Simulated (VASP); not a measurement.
Te2Mo:

```
Te Mo
1.0
     3.62175   -3.80539    0.00000
     3.62175    3.80539    0.00000
     0.00000    0.00000    3.28159
Te Mo
2 1
Cartesian
  1.8109 1.9027 0.0000
  1.8109 -1.9027 0.0000
  0.0000 0.0000 0.0000
```

* Program: VASP 6.6.1
* Task: relaxation of cell and atoms
* Functional: PBE
* Potentials or basis: VASP PAW PBE potentials, release 64 (Te, Mo_sv)
* Cutoff: 600 eV
* k mesh: 4 × 4 × 6
* Occupations: gaussian, width 0.1 eV
* Spin: no spin polarisation

At the start: pressure 0.0 GPa; volume 30.15 Å³/atom.

Problem. Where does the relaxation end?

Solution. Over 16 steps the energy falls by 52.5 meV/atom and the volume is 28.94 Å³/atom (-4.0 %); space group Cmmm (No. 65, to 0.05 Å).

Step by step:
| step | energy change (eV) | largest force (eV/Å) | pressure (GPa) | volume (Å³) |
| --- | --- | --- | --- | --- |
| 1 | 0.0000 | 0.0000 | 0.00 | 90.45 |
| 2 | -0.0011 | 0.0000 | -0.19 | 90.46 |
| 3 | -0.0018 | 0.0000 | -0.39 | 90.47 |
| 4 | -0.0039 | 0.0000 | -0.77 | 90.47 |
| 5 | -0.0281 | 0.0000 | -1.52 | 90.44 |
| 6 | -0.1188 | 0.0000 | -2.41 | 90.24 |
| 7 | -0.0472 | 0.0000 | -1.39 | 89.30 |
| 8 | -0.1056 | 0.0000 | -2.28 | 89.85 |
| 9 | -0.1311 | 0.0000 | -2.49 | 90.12 |
| 10 | -0.1308 | 0.0000 | -2.49 | 90.13 |
| 11 | -0.1377 | 0.0000 | -2.15 | 89.66 |
| 12 | -0.1524 | 0.0000 | -1.11 | 88.23 |
| 13 | -0.1520 | 0.0000 | 1.25 | 85.43 |
| 14 | -0.1573 | 0.0000 | -0.02 | 86.88 |
| 15 | -0.1573 | 0.0000 | 0.04 | 86.81 |
| 16 | -0.1574 | 0.0000 | 0.04 | 86.81 |

Final structure:
```
Te Mo
1.0
     3.80263   -3.82897    0.00000
     3.80263    3.82897    0.00000
     0.00000    0.00000    2.98105
Te Mo
2 1
Direct
  0.00000 0.50000 0.00000
  0.50000 0.00000 0.00000
  0.00000 0.00000 0.00000
```
